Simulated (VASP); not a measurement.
Write the native input for VASP 6.6.1 that does the following.

| Item | Value |
| --- | --- |
| Task | single point |
| Functional | PBE0 |
| Potentials or basis | VASP PAW PBE potentials, release 64 (C, Si) |
| Cutoff | 520 eV |
| k mesh | 6 × 6 × 2 |
| Occupations | gaussian, width 0.01 eV |
| Spin | no spin polarisation |
| Dipole correction | no |
| Grid for exact exchange (PRECFOCK) | Fast |
| Further INCAR settings | ALGO = Normal; EDIFF = 1e-07; NBANDS = 21 |
| Share of exact exchange | 0.25 |

SiC2:

```xyz
6
Lattice="2.9376 0.0000 0.0000 -1.4688 2.5440 0.0000 0.0000 0.0000 7.2261" Properties=species:S:1:pos:R:3 pbc="T T T"
C     0.0000    0.0000    6.4215
C     1.4688    0.8480    3.8680
C     0.0000    1.6960    3.3581
C     0.0000    0.0000    0.8046
Si    0.0000    1.6960    1.4719
Si    1.4688    0.8480    5.7542
```

These files were run (other wordings do the same):

POSCAR

```
SiC2
1.0
    2.9375683921      0.0000000000      0.0000000000
   -1.4687841961      2.5440088529      0.0000000000
    0.0000000000      0.0000000000      7.2261035319
C Si
4 2
Direct
    0.0000000000      0.0000000000      0.8886544379
    0.6666666667      0.3333333333      0.5352853117
    0.3333333333      0.6666666667      0.4647146883
    0.0000000000      0.0000000000      0.1113455621
    0.3333333333      0.6666666667      0.2036870810
    0.6666666667      0.3333333333      0.7963129190
```

INCAR.step1

```
ALGO = Normal
EDIFF = 1E-5
ENCUT = 520
GGA = PE
ISIF = 2
ISMEAR = 0
LASPH = T
LCHARG = F
LREAL = F
LWAVE = T
NBANDS = 21
NELM = 80
PREC = Accurate
SIGMA = 0.01
```

INCAR.step2

```
AEXX = 0.25
ALGO = Normal
EDIFF = 1E-7
ENCUT = 520
GGA = PE
ISIF = 2
ISMEAR = 0
ISTART = 1
LASPH = T
LCHARG = F
LHFCALC = T
LREAL = F
LWAVE = F
NBANDS = 21
NELM = 80
PREC = Accurate
PRECFOCK = Fast
SIGMA = 0.01
```

KPOINTS

```
k-points
0
Gamma
  6 6 2
```

Potentials or basis: VASP PAW PBE potentials, release 64 (C, Si).

The run is started by

```console
$ cat potpaw_PBE.64/C/POTCAR potpaw_PBE.64/Si/POTCAR > POTCAR
$ cp INCAR.step1 INCAR
$ mpirun -np 1 vasp_std > vasp.out
$ cp INCAR.step2 INCAR
$ mpirun -np 1 vasp_std > vasp.out
```

It gave:

```
Pressure               : -3.1 GPa
Largest force          : 0.268 eV/Å
Band gap on the k mesh : 3.32 eV (least direct gap 4.09 eV)
```

Caveat: the k points lie up to 0.43 Å⁻¹ apart; the PAW data sets were made with another functional, which shifts forces and pressure a little.

It took 8.9 min on 1 thread of Intel(R) Xeon(R) Platinum 8259CL CPU @ 2.50GHz (Skylake/Cascade Lake), on a shared host, peak memory 0.17 GiB.
